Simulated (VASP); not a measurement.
SiW3, 4 atoms in the cell. Symmetry: Im-3m, No. 229, cubic system. Conventional cell: a = 5.208 Å, b = 5.208 Å, c = 5.208 Å, α = 90.00°, β = 90.00°, γ = 90.00°. Within 3.4 Å of Si (site symmetry m-3m) lie 6 W at 2.60 Å. W (site symmetry 4/mmm) has 2 Si at 2.60 Å and 4 W at 2.60 Å within 3.4 Å. 

```yaml
Program: VASP 6.6.1
Task: single point
Functional: PBE
Potentials_or_basis: VASP PAW PBE potentials, release 64 (Si, W_sv)
Cutoff: 520 eV
k_mesh: 12 × 12 × 12
Occupations: gaussian, width 0.1 eV
Spin: no spin polarisation
Dipole_correction: no
Further_INCAR_settings: ALGO = Fast; EDIFF = 1e-06; NBANDS = 31
```

Potentials or basis: VASP PAW PBE potentials, release 64 (Si, W_sv).

Launch:

```bash
$ cat potpaw_PBE.64/Si/POTCAR potpaw_PBE.64/W_sv/POTCAR > POTCAR
$ mpirun -np 1 vasp_std > vasp.out
```

Hardware: 1 thread of AMD EPYC 7R43 64-Core Processor (Zen 3), on a shared host.

Question: How long does it take, and how much memory?

Answer: Wall time 3.6 min on 1 thread of AMD EPYC 7R43 64-Core Processor (Zen 3) (shared host), peak memory 0.25 GiB. Counts: scf iterations 15, k points 72.
